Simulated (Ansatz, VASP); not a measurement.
# Two plane-wave programs on Cu

```
Cu
1.0
     0.00000    1.69206    1.97463
     1.69206    0.00000    1.97463
     1.69206    1.69206    0.00000
Cu
1
Direct
  0.00000 0.00000 0.00000
```

Alike in both runs: task single point; functional PBE; k mesh 24 × 24 × 24; occupations gaussian, width 0.15 eV; no spin polarisation.

|  | VASP | Ansatz |
| --- | --- | --- |
| version | VASP 6.6.1 | Ansatz 0.2.0 |
| potentials or method | VASP PAW PBE potentials, release 64 (Cu), cutoff 520 eV | scalar-relativistic, plane waves, PAW |
| valence electrons in the cell | 11 | 19 |

|  | VASP | Ansatz | Ansatz less VASP |
| --- | --- | --- | --- |
| gap on the k mesh at the Fermi level (eV) | none | none | - |
| pressure (GPa) | 11.1 | 10.4 | -0.66 |
| traceless stress, the component that is largest in VASP (GPa) | -10.92 | -11.01 | -0.088 |

A gap of «none» marks a metal or a gap that the smearing closes. VASP's potentials hold 11 valence electrons a cell and Ansatz's 19, so a difference there can come from the potentials and not from the codes.
